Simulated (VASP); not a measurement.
# Ag2Sn (Fm-3m) in VASP: further runs, part 2 of 2

VASP 6.6.1. The steps go on from the part before.

## 3. Single point, PBE

This run uses another cell than the first one, of 23.47 Å³/atom, 1.110 times its volume.

The input, INCAR:

```
SYSTEM = Ag2Sn
PREC     = Accurate       ! precision mode
ENCUT    = 520            ! plane-wave cutoff, eV
EDIFF    = 1E-6           ! SCF threshold, eV
ISMEAR   = 0              ! smearing method
SIGMA    = 0.1            ! smearing width, eV
LREAL    = .False.        ! projectors in reciprocal space
LASPH    = .True.         ! aspherical terms in the spheres
NELM     = 60             ! most SCF steps
ALGO     = Normal         ! electronic algorithm
ISIF     = 2              ! what is computed and relaxed
LWAVE    = .False.        ! write WAVECAR
LCHARG   = .False.        ! write CHGCAR
GGA      = PE             ! functional
NBANDS   = 25             ! bands
```

The input, KPOINTS:

```
regular mesh
0
Gamma
  6 6 6
  0 0 0
```

The input, POSCAR:

```
Ag2Sn
1.0
    0.0000000000      3.2774378282      3.2774378282
    3.2774378282      0.0000000000      3.2774378282
    3.2774378282      3.2774378282      0.0000000000
Ag Sn
2 1
Direct
    0.2500000000      0.2500000000      0.2500000000
    0.7500000000      0.7500000000      0.7500000000
    0.0000000000      0.0000000000      0.0000000000
```

Potentials or basis: VASP PAW PBE potentials, release 64 (Ag, Sn_d).

Started as:

```
$ cat potpaw_PBE.64/Ag/POTCAR potpaw_PBE.64/Sn_d/POTCAR > POTCAR
$ mpirun -np 1 vasp_std > vasp.out
```

OUTCAR:

```text
SYSTEM = Ag2Sn
   PREC = Accurate
   ENCUT = 520
   EDIFF = 1E-6
   ISMEAR = 0
   LREAL = .False.
   LASPH = .True.
   NELM = 60
   ISIF = 2
   GGA = PE

 ion  position               nearest neighbor table
   1  0.250  0.250  0.250-   3 2.84   3 2.84   3 2.84   3 2.84   2 3.28   2 3.28   2 3.28   2 3.28
                             2 3.28   2 3.28
   2  0.750  0.750  0.750-   3 2.84   3 2.84   3 2.84   3 2.84   1 3.28   1 3.28   1 3.28   1 3.28
                             1 3.28   1 3.28
   3  0.000  0.000  0.000-   2 2.84   2 2.84   2 2.84   1 2.84   2 2.84   1 2.84   1 2.84   1 2.84

  LATTYP: Found a face centered cubic cell.
 ALAT       =     6.5548756564

  Lattice vectors:

 A1 = (   0.0000000000,   3.2774378282,   3.2774378282)
 A2 = (   3.2774378282,   0.0000000000,   3.2774378282)
 A3 = (   3.2774378282,   3.2774378282,   0.0000000000)

Analysis of symmetry for initial positions (statically):
=====================================================================
 Subroutine PRICEL returns:
 Original cell was already a primitive cell.

 Routine SETGRP: Setting up the symmetry group for a
 face centered cubic supercell.

 Subroutine GETGRP returns: Found 48 space group operations
 (whereof 48 operations were pure point group operations)
[... 157 lines left out ...]

 E-fermi :   6.4049     XC(G=0): -10.4723

 val. band max:        6.3358398094   @ k =  -0.1667   0.1667   0.0000
 cond. band min:       6.5006371019   @ k =   0.5000   0.3333   0.1667
 fundamental gap:      0.1647972925
 Fermi energy:         6.4049233481

 k-point     1 :       0.0000    0.0000    0.0000
  band No.  band energies     occupation
      1     -14.8133      2.00000
      2     -14.8133      2.00000
      3     -14.8133      2.00000
      4     -14.7750      2.00000
      5     -14.7750      2.00000
      6      -2.6823      2.00000
[... 437 lines left out ...]
     24      17.2338      0.00000
     25      17.6937      0.00000

------------------------ aborting loop because EDIFF is reached ----------------------------------------

  FORCE on cell =-STRESS in cart. coord.  units (eV):
  Direction    XX          YY          ZZ          XY          YZ          ZX
  --------------------------------------------------------------------------------------
  -------------------------------------------------------------------------------------
  Total       -0.0300612     -0.0300612     -0.0300612      0.0000000      0.0000000     -0.0000000
  in kB       -0.6840430     -0.6840430     -0.6840430      0.0000000      0.0000000     -0.0000000
  external PRESSURE =      -0.6840430 kB  Pullay stress =       0.0000000 kB

 VOLUME and BASIS-vectors are now :
 -----------------------------------------------------------------------------
  energy-cutoff  :      520.00
  volume of cell :       70.41
      direct lattice vectors                 reciprocal lattice vectors
     0.000000000  3.277437828  3.277437828    -0.152558195  0.152558195  0.152558195
     3.277437828  0.000000000  3.277437828     0.152558195 -0.152558195  0.152558195
     3.277437828  3.277437828  0.000000000     0.152558195  0.152558195 -0.152558195

 POSITION                                       TOTAL-FORCE (eV/Angst)
 -----------------------------------------------------------------------------------
      1.63872      1.63872      1.63872         0.000000     -0.000000      0.000000
      4.91616      4.91616      4.91616        -0.000000      0.000000      0.000000
      0.00000      0.00000      0.00000        -0.000000      0.000000     -0.000000
 -----------------------------------------------------------------------------------
    total drift:                                0.000000      0.000000      0.000000

  FREE ENERGIE OF THE ION-ELECTRON SYSTEM (eV)
  ---------------------------------------------------
  free  energy   TOTEN  =        -8.8555983976 eV

  energy  without entropy=       -8.8477833667  energy(sigma->0) =       -8.85169088
```

OSZICAR:

```text
N       E                     dE             d eps       ncg     rms          rms(c)
DAV:   1     0.293528408180E+03    0.29353E+03   -0.17837E+04   834   0.184E+03
DAV:   2     0.140257574430E+02   -0.27950E+03   -0.26736E+03   802   0.468E+02
DAV:   3    -0.891516497049E+01   -0.22941E+02   -0.22652E+02   922   0.115E+02
DAV:   4    -0.952548390387E+01   -0.61032E+00   -0.60984E+00   909   0.182E+01
DAV:   5    -0.954424798075E+01   -0.18764E-01   -0.18763E-01  1080   0.324E+00    0.628E+00
DAV:   6    -0.887866924047E+01    0.66558E+00   -0.27033E+00   862   0.143E+01    0.457E+00
DAV:   7    -0.886343281710E+01    0.15236E-01   -0.10436E-01   880   0.296E+00    0.254E+00
DAV:   8    -0.885601098985E+01    0.74218E-02   -0.14764E-02  1078   0.139E+00    0.157E-01
DAV:   9    -0.885555683559E+01    0.45415E-03   -0.15469E-03  1042   0.508E-01    0.542E-02
DAV:  10    -0.885558606443E+01   -0.29229E-04   -0.40494E-04   938   0.194E-01    0.175E-02
DAV:  11    -0.885559701178E+01   -0.10947E-04   -0.23238E-05   945   0.451E-02    0.416E-03
DAV:  12    -0.885559856890E+01   -0.15571E-05   -0.13657E-06   716   0.749E-03    0.185E-03
DAV:  13    -0.885559839764E+01    0.17126E-06   -0.51753E-07   614   0.401E-03
   1 F= -.88555984E+01 E0= -.88516909E+01  d E =-.781503E-02
```

Wall time 22 s (1 thread of Intel Xeon 6975P-C (Granite Rapids), shared host); peak memory 0.2 GiB.

What came out:

```yaml
Free_energy: -8.8556 eV
Pressure: -0.1 GPa
Band_gap_on_the_k_mesh: zero (band 18 reaches 9.47 eV, above the bottom of band 19 at 4.88 eV)
```

Levels at points of the mesh, in eV from the Fermi level:
```tsv
k point	band 16	band 17	band 18	band 19	band 20	band 21
(0.00, 0.00, 0.00)	-3.53	2.56	3.06	3.06	3.06	3.95
(0.50, 0.00, 0.00)	-4.04	-3.72	1.66	1.66	2.23	4.98
(0.50, 0.50, 0.00)	-3.55	-2.32	-0.92	-0.92	1.82	3.18
```

Caveat: spin-orbit coupling is left out, which moves the levels of the heavy elements.

## 4. Relaxation of cell and atoms, PBE

The input, INCAR:

```
PREC = Accurate
ENCUT = 600
EDIFF = 1E-6
ISMEAR = 0
SIGMA = 0.1
LREAL = F
LASPH = T
NELM = 100
ALGO = Fast
ISIF = 3
LWAVE = F
LCHARG = F
GGA = PE
IBRION = 2
NSW = 90
EDIFFG = -0.04
```

The input, KPOINTS:

```
regular mesh
0
Gamma
  6 6 6
```

The input, POSCAR:

```
Ag2Sn
1.0
    0.0000000000      3.1657038778      3.1657038778
    3.1657038778      0.0000000000      3.1657038778
    3.1657038778      3.1657038778      0.0000000000
Ag Sn
2 1
Direct
    0.2500000000      0.2500000000      0.2500000000
    0.7500000000      0.7500000000      0.7500000000
    0.0000000000      0.0000000000      0.0000000000
```

Started as:

```
$ cat potpaw_PBE.64/Ag/POTCAR potpaw_PBE.64/Sn_d/POTCAR > POTCAR
$ mpirun -np 1 vasp_std > vasp.out
```

It took 58 s on 1 thread of Intel Xeon 6975P-C (Granite Rapids), shared host; peak memory 0.22 GiB.

Results (log left out):

```
Free energy                            : -8.8521 eV
Relaxed volume                         : 23.42 Å³/atom
Relaxed cell                           : a = 4.632 Å, b = 4.632 Å, c = 4.632 Å, α = 60.00°, β = 60.00°, γ = 60.00°
Space group after relaxing (to 0.05 Å) : Fm-3m (No. 225)
Energy gained by relaxing              : 51.0 meV/atom
Ionic steps                            : 3
Pressure after relaxing                : 0.1 GPa
Band gap on the k mesh                 : zero (band 18 reaches 9.50 eV, above the bottom of band 19 at 4.90 eV)
```

The path:
```
step  energy change (eV)  largest force (eV/Å)  pressure (GPa)  volume (Å³)
   1              0.0000                0.0000            7.98        63.45
   2             -0.1269                0.0000           -2.41        73.63
   3             -0.1530                0.0000            0.05        70.27
```

Final structure:
```
Ag Sn
1.0
     0.00000    3.27531    3.27531
     3.27531    0.00000    3.27531
     3.27531    3.27531    0.00000
Ag Sn
2 1
Cartesian
  1.6377 1.6377 1.6377
  4.9130 4.9130 4.9130
  0.0000 0.0000 0.0000
```

Levels at points of the mesh, in eV from the Fermi level:
```
           k point  band 15  band 16  band 17  band 18  band 19  band 20  band 21  band 22
(0.00, 0.00, 0.00)    -3.53    -3.53     2.57     3.07     3.07     3.07     3.95     3.95
(0.50, 0.00, 0.00)    -4.33    -4.05    -3.72     1.66     1.66     2.24     4.99     4.99
(0.50, 0.50, 0.00)    -3.96    -3.55    -2.32    -0.93    -0.93     1.82     3.18    10.49
```

Caveat: spin-orbit coupling is left out, which moves the levels of the heavy elements.

## 5. The runs side by side

| task | cell | cutoff (eV) | gap on the mesh (eV) | pressure (GPa) |
| --- | --- | --- | --- | --- |
| single point | a = 4.477 Å, angles 60.0°, 3 atoms | 520 | none | 8.0 |
| single point | a = 4.635 Å, angles 60.0°, 3 atoms | 520 | none | -0.1 |
| relaxation of cell and atoms | relaxed from a = 4.477 Å, angles 60.0°, 3 atoms | 600 | none | 0.1 |

Alike in all rows: level PBE; potentials or basis VASP PAW PBE potentials, release 64 (Ag, Sn_d); no spin polarisation; k mesh 6 × 6 × 6; smearing gaussian 0.1 eV.

Caveats: spin-orbit coupling is left out, which moves the levels of the heavy elements.

Total energies depend on the potentials used, so only differences within one code and one set of settings carry meaning.
